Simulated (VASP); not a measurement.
# AlSn (P-6m2) in VASP: a series of runs

AlSn is run at these levels: PBE+D4, PBEsol+D3(BJ); tasks: relaxation of cell and atoms.

Everything below comes from runs of VASP 6.6.1. Logs are shortened: lines on timing, memory, paths and dates and some standing lists are left out, and cuts for length are marked.

## Step 1: The cell of the first run

The structure is hexagonal, space group P-6m2 (No. 187). The conventional cell has a = 4.198 Å, b = 4.198 Å, c = 3.307 Å, α = 90.00°, β = 90.00°, γ = 120.00°. Within 3.9 Å of Sn (site symmetry -6m2) lie 6 Al at 2.93 Å and 2 Sn at 3.31 Å. Al (site symmetry -6m2) has 6 Sn at 2.93 Å and 2 Al at 3.31 Å within 3.9 Å.

## Step 2: Relaxation of cell and atoms, PBE+D4

Input file INCAR:

```
SYSTEM = AlSn
PREC = Accurate ; ENCUT = 600
EDIFF = 1E-7 ; ISMEAR = -1
SIGMA = 0.05 ; LREAL = .FALSE.
LASPH = .TRUE. ; NELM = 80
ALGO = Normal ; ISIF = 3
LWAVE = .FALSE. ; LCHARG = .FALSE.
GGA = PE ; IVDW = 13
IBRION = 2 ; NSW = 60
EDIFFG = -0.01
```

Input file KPOINTS:

```
regular mesh
0
G
  7 7 8
  0 0 0
```

Input file POSCAR:

```
AlSn
1.0
    4.1981056157      0.0000000000      0.0000000000
   -2.0990528078      3.6356661109      0.0000000000
    0.0000000000      0.0000000000      3.3068470000
Sn Al
1 1
Direct
    0.3333333333      0.6666666667      0.5000000000
    0.0000000000      0.0000000000      0.0000000000
```

Potentials or basis: VASP PAW PBE potentials, release 64 (Sn_d, Al).

Started as:

```
cat potpaw_PBE.64/Sn_d/POTCAR potpaw_PBE.64/Al/POTCAR > POTCAR
mpirun -np 1 vasp_std > vasp.out
```

OUTCAR:

```text
SYSTEM = AlSn
   PREC = Accurate
   ENCUT = 600
   EDIFF = 1E-7
   ISMEAR = -1
   LREAL = .FALSE.
   LASPH = .TRUE.
   NELM = 80
   ISIF = 3
   GGA = PE
   IVDW = 13
   IBRION = 2
   NSW = 60
   EDIFFG = -0.01

 ion  position               nearest neighbor table
   1  0.333  0.667  0.500-   2 2.93   2 2.93   2 2.93   2 2.93   2 2.93   2 2.93
   2  0.000  0.000  0.000-   1 2.93   1 2.93   1 2.93   1 2.93   1 2.93   1 2.93

  LATTYP: Found a hexagonal cell.
 ALAT       =     4.1981056157
 C/A-ratio  =     0.7876998110

  Lattice vectors:

 A1 = (   4.1981056157,   0.0000000000,   0.0000000000)
 A2 = (  -2.0990528078,   3.6356661109,   0.0000000000)
 A3 = (   0.0000000000,   0.0000000000,   3.3068470000)

Analysis of symmetry for initial positions (statically):
=====================================================================
 Subroutine PRICEL returns:
 Original cell was already a primitive cell.

 Routine SETGRP: Setting up the symmetry group for a
 hexagonal supercell.

 Subroutine GETGRP returns: Found 12 space group operations
 (whereof 12 operations were pure point group operations)
 out of a pool of 24 trial point group operations.

The static configuration has the point symmetry D_3h.

Analysis of symmetry for dynamics (positions and initial velocities):
=====================================================================
 Subroutine PRICEL returns:
 Original cell was already a primitive cell.

 Routine SETGRP: Setting up the symmetry group for a
 hexagonal supercell.

 Subroutine GETGRP returns: Found 12 space group operations
 (whereof 12 operations were pure point group operations)
 out of a pool of 24 trial point group operations.

The dynamic configuration has the point symmetry D_3h.

 Subroutine INISYM returns: Found 12 space group operations
 (whereof 12 operations are pure point group operations),
 and found     1 'primitive' translations

----------------------------------------------------------------------------------------

                                     Primitive cell

  volume of cell :      50.4721

  direct lattice vectors                    reciprocal lattice vectors
     4.198105616  0.000000000  0.000000000     0.238202678  0.137526380  0.000000000
    -2.099052808  3.635666111  0.000000000     0.000000000  0.275052760  0.000000000
     0.000000000  0.000000000  3.306847000     0.000000000  0.000000000  0.302402863

  length of vectors
     4.198105616  4.198105616  3.306847000     0.275052760  0.275052760  0.302402863

  position of ions in fractional coordinates (direct lattice)
     0.333333333  0.666666667  0.500000000
     0.000000000  0.000000000  0.000000000

  ion indices of the primitive-cell ions
   primitive index   ion index
                 1           1
                 2           2

----------------------------------------------------------------------------------------

 KPOINTS: regular mesh

Automatic generation of k-mesh.
 Grid dimensions read from file:
 generate k-points for:    7    7    8

 Generating k-lattice:

  Cartesian coordinates                     Fractional coordinates (reciprocal lattice)
     0.034028954  0.019646626  0.000000000     0.142857143  0.000000000  0.000000000
     0.000000000  0.039293251  0.000000000     0.000000000  0.142857143  0.000000000
     0.000000000  0.000000000  0.037800358     0.000000000  0.000000000  0.125000000

  Length of vectors
     0.039293251  0.039293251  0.037800358

  Shift w.r.t. Gamma in fractional coordinates (k-lattice)
     0.000000000  0.000000000  0.000000000

 Subroutine IBZKPT returns following result:
 ===========================================

 Found     40 irreducible k-points:

 Following reciprocal coordinates:
            Coordinates               Weight
  0.000000  0.000000  0.000000      1.000000
  0.142857  0.000000  0.000000      6.000000
  0.285714  0.000000  0.000000      6.000000
  0.428571  0.000000  0.000000      6.000000
  0.142857  0.142857  0.000000      6.000000
  0.285714  0.142857  0.000000     12.000000
[... 16 lines left out ...]
  0.428571  0.142857  0.250000     12.000000
  0.285714  0.285714  0.250000     12.000000
 [... further k-points ...]
   k-points           NKPTS =     40   k-points in BZ     NKDIM =     40   number of bands    NBANDS=     12
   number of dos      NEDOS =    301   number of ions     NIONS =      2
   total plane-waves  NPLWV =  36288
   dimension x,y,z NGX =    36 NGY =   36 NGZ =   28
   dimension x,y,z NGXF=    72 NGYF=   72 NGZF=   56
   ions per type =               1   1
   NGX,Y,Z   is equivalent  to a cutoff of  14.26, 14.26, 14.08 a.u.
   NGXF,Y,Z  is equivalent  to a cutoff of  28.51, 28.51, 28.15 a.u.
 SYSTEM =  AlSn
   PREC   = accura    normal or accurate (medium, high low for compatibility)
   ISTART =      0    job   : 0-new  1-cont  2-samecut
   ICHARG =      2    charge: 1-file 2-atom 10-const
   ISPIN  =      1    spin polarized calculation?
   LNONCOLLINEAR =      F non collinear calculations
   LSORBIT =      F    spin-orbit coupling
   LASPH  =      T    aspherical Exc in radial PAW
   ENCUT  =  600.0 eV  44.10 Ry    6.64 a.u.   8.38  8.38  6.60*2*pi/ulx,y,z
   NELM   =     80;   NELMIN=  2; NELMDL= -5     # of ELM steps
   EDIFF  = 0.1E-06   stopping-criterion for ELM
   LREAL  =      F    real-space projection
   EDIFFG = -.1E-01   stopping-criterion for IOM
   NSW    =     60    number of steps for IOM
   IBRION =      2    ionic relax: 0-MD 1-quasi-New 2-CG
   NFREE  =      1    steps in history (QN), initial steepest desc. (CG)
   ISIF   =      3    stress and relaxation
   ISYM   =      2    0-nonsym 1-usesym 2-fastsym
   POTIM  = 0.5000    time-step for ionic-motion
   TEBEG  =    0.0;   TEEND  =   0.0 temperature during run
   PSTRESS=    0.0 pullay stress
   NELECT =      17.0000    total number of electrons
   NUPDOWN=      -1.0000    fix difference up-down
   EMIN   =  10.00;   EMAX   =-10.00  energy-range for DOS
   EFERMI =   0.00;   METHOD = LEGACY
   ISMEAR =    -1;   SIGMA  =   0.05  broadening in eV -4-tet -1-fermi 0-gaus
   EFERMI_NEDOS =   21; number of points for ismear=-14 and -15
   IALGO  =     38    algorithm
   IMIX   =      4    mixing-type and parameters
     AMIX     =   0.40;   BMIX     =  1.00
     AMIX_MAG =   1.60;   BMIX_MAG =  1.00
  volume/ion in A,a.u.               =      25.24       170.30
  Fermi-wavevector in a.u.,A,eV,Ry     =   1.139044  2.152482 17.652500  1.297422
  Thomas-Fermi vector in A             =   2.275748
   LORBIT       =      0    0 simple, 1 ext, 2 COOP (PROOUT), +10 PAW based schemes
   GGA     = PE    functional components
   LHFCALC =     F    Hartree Fock is set to
   AEXX    =    0.0000 exact exchange contribution
   IVDW    =    13    specifies the selected vdW correction
   LEPSILON=     F    determine dielectric tensor
   LRPA    =     F    only Hartree local field effects (RPA)
 conjugate gradient relaxation of ions
 non-spin polarized calculation
  energy-cutoff  :      600.00
  volume of cell :       50.47
 maximum number of plane-waves:      1730
 NGX is ok and might be reduce to    36
   NGX = 17   NGY = 17   NGZ = 13

--------------------------------------- Ionic step        1  -------------------------------------------

 number of electron      17.0000000 magnetization

 Free energy of the ion-electron system (eV)
  ---------------------------------------------------
  ext. energy  EPLUGINS =         0.00000000
  ---------------------------------------------------
  free energy    TOTEN  =        -7.20286000 eV

  energy without entropy =       -7.19873246  energy(sigma->0) =       -7.20079623

------------------------ aborting loop because EDIFF is reached ----------------------------------------

  DFT-D4 for vdW energy calculation

  Edisp (eV):   -0.66157

  FORCE on cell =-STRESS in cart. coord.  units (eV):
  Direction    XX          YY          ZZ          XY          YZ          ZX
  --------------------------------------------------------------------------------------
  -------------------------------------------------------------------------------------
  Total      -0.63541    -0.63541    -0.50222    -0.00000    -0.00000     0.00000
  in kB     -20.17045   -20.17045   -15.94247    -0.00000    -0.00000     0.00000
  external pressure =      -18.76 kB  Pullay stress =        0.00 kB
[... 141 lines left out ...]
  energy  without entropy=       -7.8723997203  energy(sigma->0) =       -7.87434336

--------------------------------------- Ionic step        5  -------------------------------------------

 number of electron      16.9999996 magnetization

 Free energy of the ion-electron system (eV)
  ---------------------------------------------------
  ext. energy  EPLUGINS =         0.00000000
  ---------------------------------------------------
  free energy    TOTEN  =        -7.18891310 eV

  energy without entropy =       -7.18516811  energy(sigma->0) =       -7.18704060

 E-fermi :   6.8326     XC(G=0):  -9.7238

 val. band max:        6.7126824924   @ k =   0.2857   0.2857   0.2500
 cond. band min:       6.8921429125   @ k =   0.0000   0.0000   0.1250
 fundamental gap:      0.1794604201
 Fermi energy:         6.8325540985

 k-point     1 :       0.0000    0.0000    0.0000
  band No.  band energies     occupation
      1     -14.5588      2.00000
      2     -14.4473      2.00000
      3     -14.4473      2.00000
      4     -14.4259      2.00000
      5     -14.4259      2.00000
      6      -3.8666      2.00000
      7       6.6580      1.94090
      8       6.6580      1.94090
      9       7.8455      0.00000
     10       9.3383      0.00000
     11      10.0309      0.00000
     12      10.0309      0.00000
[... 331 lines left out ...]
 k-point    24 :       0.2857    0.2857    0.2500
  band No.  band energies     occupation
      1     -14.4708      2.00000
      2     -14.4670      2.00000
      3     -14.4525      2.00000
      4     -14.4367      2.00000
      5     -14.4264      2.00000
      6      -0.8071      2.00000
      7       1.4590      2.00000
      8       3.8607      2.00000
      9       6.7127      1.83326
     10       8.3788      0.00000
     11      10.9261      0.00000
     12      12.6540      0.00000

 [... further k-points ...]

------------------------ aborting loop because EDIFF is reached ----------------------------------------

  DFT-D4 for vdW energy calculation

  Edisp (eV):   -0.68740

  FORCE on cell =-STRESS in cart. coord.  units (eV):
  Direction    XX          YY          ZZ          XY          YZ          ZX
  --------------------------------------------------------------------------------------
  -------------------------------------------------------------------------------------
  Total      -0.00050    -0.00050    -0.00281    -0.00000     0.00000     0.00000
  in kB      -0.01639    -0.01639    -0.09276    -0.00000     0.00000     0.00000
  external pressure =       -0.04 kB  Pullay stress =        0.00 kB
[... 17 lines left out ...]
  FREE ENERGIE OF THE ION-ELECTRON SYSTEM (eV)
  ---------------------------------------------------
  free  energy   TOTEN  =        -7.8763144031 eV

  energy  without entropy=       -7.8725694115  energy(sigma->0) =       -7.87444191

 reached required accuracy - stopping structural energy minimisation
```

It took 3.6 min on 1 thread of AMD EPYC 7R13, shared host; peak memory 0.18 GiB.

Results:

| Property | Result |
| --- | --- |
| Free energy | -7.8763 eV |
| Relaxed volume | 24.29 Å³/atom |
| Relaxed cell | a = 4.132 Å, b = 4.132 Å, c = 3.286 Å, α = 90.00°, β = 90.00°, γ = 120.00° |
| Space group after relaxing (to 0.05 Å) | P-6m2 (No. 187) |
| Energy gained by relaxing | 5.9 meV/atom |
| Ionic steps | 5 |
| Pressure after relaxing | 0.0 GPa |
| Dispersion energy per atom | -0.344 eV |

Step by step:
```
step  energy change (eV)  largest force (eV/Å)  pressure (GPa)  volume (Å³)
   1              0.0000                0.0000           -1.88        50.47
   2             -0.0111                0.0000            0.36        48.34
   3             -0.0114                0.0000            0.04        48.62
   4             -0.0119                0.0000            0.02        48.59
   5             -0.0119                0.0000            0.00        48.59
```

Final structure:
```cif
data_structure
_symmetry_space_group_name_H-M 'P 1'
_symmetry_Int_Tables_number 1
_cell_length_a 4.1318
_cell_length_b 4.1318
_cell_length_c 3.2864
_cell_angle_alpha 90.000
_cell_angle_beta 90.000
_cell_angle_gamma 120.000
_cell_volume 48.59
loop_
_atom_site_label
_atom_site_type_symbol
_atom_site_fract_x
_atom_site_fract_y
_atom_site_fract_z
_atom_site_occupancy
Sn1 Sn 0.33333 0.66667 0.50000 1
Al1 Al 0.00000 0.00000 0.00000 1
```

Levels at points of the mesh, in eV from the Fermi level:
| k point | band 5 | band 6 | band 7 | band 8 | band 9 | band 10 | band 11 | band 12 |
| --- | --- | --- | --- | --- | --- | --- | --- | --- |
| (0.00, 0.00, 0.00) | -21.26 | -10.70 | -0.17 | -0.17 | 1.01 | 2.51 | 3.20 | 3.20 |
| (0.00, 0.00, 0.50) | -21.20 | -7.61 | -6.43 | 2.83 | 2.83 | 3.68 | 3.68 | 4.06 |

Caveat: spin-orbit coupling is left out, which moves the levels of the heavy elements; pairwise dispersion overbinds metals, which lowers pressure and volume.

[end of part 1 of 2]
